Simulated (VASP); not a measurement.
Wanted: the native input for a VASP 6.6.1 run.

* Task: single point
* Functional: r2SCAN
* Potentials or basis: VASP PAW PBE potentials, release 64 (Pd)
* Cutoff: 520 eV
* k mesh: 14 × 14 × 14
* Occupations: fermi-dirac, width 0.05 eV
* Spin: collinear spin, ferromagnetic start
* Starting moments: [0.436] μB
* Dipole correction: no
* Further INCAR settings: ALGO = Normal; EDIFF = 1e-07; NBANDS = 15

The system is Pd.

```xyz
1
Lattice="0.0000 1.9568 1.9568 1.9568 0.0000 1.9568 1.9568 1.9568 0.0000" Properties=species:S:1:pos:R:3 pbc="T T T"
Pd    0.0000    0.0000    0.0000
```

One way to write it, as run:

POSCAR

```
Pd
1.0
    0.0000000000      1.9567730079      1.9567730079
    1.9567730079      0.0000000000      1.9567730079
    1.9567730079      1.9567730079      0.0000000000
Pd
1
Direct
    0.0000000000      0.0000000000      0.0000000000
```

INCAR.step1

```
ALGO = Normal
EDIFF = 1E-4
ENCUT = 520
GGA = PE
ISMEAR = -1
ISPIN = 2
LASPH = T
LCHARG = F
LMAXMIX = 4
LREAL = F
LWAVE = T
MAGMOM = 0.436
NBANDS = 15
NELM = 150
PREC = Accurate
SIGMA = 0.05
```

INCAR.step2

```
ALGO = Normal
EDIFF = 1E-7
ENCUT = 520
ISIF = 2
ISMEAR = -1
ISPIN = 2
ISTART = 1
LASPH = T
LCHARG = F
LMAXMIX = 4
LMIXTAU = T
LORBIT = 11
LREAL = F
LWAVE = F
MAGMOM = 0.436
METAGGA = R2SCAN
NBANDS = 15
NELM = 150
PREC = Accurate
SIGMA = 0.05
```

KPOINTS

```
k-points
0
Gamma
  14 14 14
```

Potentials or basis: VASP PAW PBE potentials, release 64 (Pd).

Run with:

```sh
$ cat potpaw_PBE.64/Pd/POTCAR > POTCAR
$ cp INCAR.step1 INCAR
$ mpirun -np 1 vasp_std > vasp.out
$ cp INCAR.step2 INCAR
$ mpirun -np 1 vasp_std > vasp.out
```

It gave:

| Quantity | Value |
| --- | --- |
| Pressure | 0.7 GPa |
| Net moment | 0.48 μB per cell |
| Site moments | Pd +0.48 μB |
| Valence electrons inside the program's atomic spheres | Pd 9.45 |

Caveat: the PAW data sets were made with another functional, which shifts forces and pressure a little.

Wall time 3.7 min on 1 thread of AMD EPYC 7R13 Processor (Zen 3), on a shared host, peak memory 0.15 GiB.
